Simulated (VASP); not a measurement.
A run of VASP 6.6.1 is set up as follows.

POSCAR

```
SiGe3
1.0
    4.1703880421      0.0000000000      0.0000000000
    0.0000000000      4.1703880421      0.0000000000
    0.0000000000      0.0000000000      5.8764494210
Si Ge
1 3
Direct
    0.0000000000      0.0000000000      0.0000000000
    0.0000000000      0.5000000000      0.2442925745
    0.5000000000      0.5000000000      0.5000000000
    0.5000000000      0.0000000000      0.7557074255
```

INCAR.step1

```
SYSTEM = SiGe3
ALGO = Normal
EDIFF = 1E-4
ENCUT = 520
GGA = PE
ISMEAR = -1
LASPH = .TRUE.
LCHARG = .FALSE.
LREAL = .FALSE.
LWAVE = .TRUE.
NBANDS = 31
NELM = 60
PREC = Accurate
SIGMA = 0.02
```

File INCAR.step2:

```
SYSTEM = SiGe3
ALGO = Normal
EDIFF = 1E-7
ENCUT = 520
ISIF = 2
ISMEAR = -1
ISTART = 1
LASPH = .TRUE.
LCHARG = .TRUE.
LELF = .TRUE.
LMIXTAU = .TRUE.
LREAL = .FALSE.
LVHAR = .TRUE.
LWAVE = .FALSE.
METAGGA = R2SCAN
NBANDS = 31
NELM = 60
PREC = Accurate
SIGMA = 0.02
```

Contents of KPOINTS:

```
k-points
0
G
  6 6 6
  0 0 0
```

Potentials or basis: VASP PAW PBE potentials, release 64 (Si, Ge_d).

The run is started by

```sh
$ cat potpaw_PBE.64/Si/POTCAR potpaw_PBE.64/Ge_d/POTCAR > POTCAR
$ cp INCAR.step1 INCAR
$ mpirun -np 1 vasp_std > vasp.out
$ cp INCAR.step2 INCAR
$ mpirun -np 1 vasp_std > vasp.out
```

Q: Estimate the band gap on the k mesh.

A: Zero (filled and empty bands touch).

Q: Predict the pressure.

A: -8.1 GPa.

Caveat: the cell differs from its parent crystal (strain +5.0%); the cell stands under tension; semilocal functionals underestimate gaps, so a narrow gap can read as zero; the PAW data sets were made with another functional, which shifts forces and pressure a little.
